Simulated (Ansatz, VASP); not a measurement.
One calculation of Cu3O2, two programs

```xyz
5
Lattice="5.4374 0.0000 0.0000 -2.7187 4.7090 0.0000 0.0000 0.0000 2.7636" Properties=species:S:1:pos:R:3 pbc="T T T"
Cu    2.7187    0.0000    1.3818
Cu   -1.3594    2.3545    1.3818
Cu    1.3594    2.3545    1.3818
O     0.0000    3.1393    0.0000
O     2.7187    1.5697    0.0000
```

Alike in both runs: functional PBE; k mesh 12 × 12 × 14; occupations gaussian, width 0.1 eV; no spin polarisation.

Ansatz relaxed the structure, and its values are those at the end. VASP's run is a single point on that final structure, the one shown.

```csv
,VASP,Ansatz
version,VASP 6.6.1,Ansatz 0.2.0
potentials or method,"VASP PAW PBE potentials, release 64 (Cu, O), cutoff 520 eV","scalar-relativistic, plane waves, PAW"
valence electrons in the cell,45,69
```

|  | VASP | Ansatz | Ansatz less VASP |
| --- | --- | --- | --- |
| gap on the k mesh at the Fermi level (eV) | none | none | - |
| pressure (GPa) | 0.3 | 0.0 | -0.25 |

A gap of «none» marks a metal or a gap that the smearing closes. VASP's potentials hold 45 valence electrons a cell and Ansatz's 69, so a difference there can come from the potentials and not from the codes.
